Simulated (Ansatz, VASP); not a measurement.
**EuO in VASP and in Ansatz**

```
CELL_PARAMETERS angstrom
0.00000 2.55586 2.55586
2.55586 0.00000 2.55586
2.55586 2.55586 0.00000
ATOMIC_POSITIONS crystal
Eu 0.50000 0.50000 0.50000
O 0.00000 0.00000 0.00000
```

Alike in both runs: task single point; functional r2SCAN; dispersion rVV10; k mesh 8 × 8 × 8; occupations gaussian, width 0.05 eV; collinear spin; Hubbard terms Eu f U = 4.0 eV.

|  | VASP | Ansatz |
| --- | --- | --- |
| version | VASP 6.6.1 | Ansatz 0.2.0 |
| potentials or method | VASP PAW PBE potentials, release 64 (Eu, O), cutoff 800 eV | scalar-relativistic, plane waves, PAW |
| valence electrons in the cell | 23 | 23 |

Ansatz gave:

* gap on the k mesh at the Fermi level (eV): none
* pressure (GPa): -1.1
* net moment per atom (μB): 3.50
* size of the moment on the site where the two differ most (μB): 6.77

Task: Estimate VASP's values.

Result: gap on the k mesh at the Fermi level (eV): none; pressure (GPa): -1.5; net moment per atom (μB): 3.50; size of the moment on the site where the two differ most (μB): 6.62.

VASP's potentials were made for PBE, not for r2SCAN. Site moments also hang on the region over which each program counts them. The programs project onto different local orbitals, so the same U acts differently, and such runs can settle in different states. A gap of «none» marks a metal or a gap that the smearing closes. Ansatz's warnings: filled band counts differ across k points, stability check not made.

Spin-orbit coupling is off throughout.
